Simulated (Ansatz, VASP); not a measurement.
BeF3 in VASP and in Ansatz

```
Be F
1.0
     0.00000    6.63343    3.54192
     4.29285    0.00000    3.54192
     4.29285    6.63343    0.00000
Be F
2 6
Direct
  0.35537 0.64463 0.35537
  0.64463 0.35537 0.64463
  0.52006 0.47994 0.19762
  0.19762 0.80238 0.52006
  0.80238 0.19762 0.47994
  0.47994 0.52006 0.80238
  0.08272 0.91728 0.91728
  0.91728 0.08272 0.08272
```

Alike in both runs: functional PBE; k mesh 4 × 4 × 4; occupations gaussian, width 0.1 eV; no spin polarisation.

Ansatz relaxed the structure, and its values are those at the end. VASP's run is a single point on that final structure, the one shown.

|  | VASP | Ansatz |
| --- | --- | --- |
| version | VASP 6.6.1 | Ansatz 0.2.0 |
| potentials or method | VASP PAW PBE potentials, release 64 (Be, F_h), cutoff 1350 eV | scalar-relativistic, plane waves, PAW |
| valence electrons in the cell | 46 | 46 |

|  | VASP | Ansatz | Ansatz less VASP |
| --- | --- | --- | --- |
| gap on the k mesh at the Fermi level (eV) | 3.51 | 3.51 | -0.001 |
| least direct gap on the mesh (eV) | 3.51 | 3.51 | -0.001 |
| pressure (GPa) | -0.3 | 0.1 | +0.39 |
| rms of the force components (eV/Å) | 0.031 | 0.001 | -0.0296 |
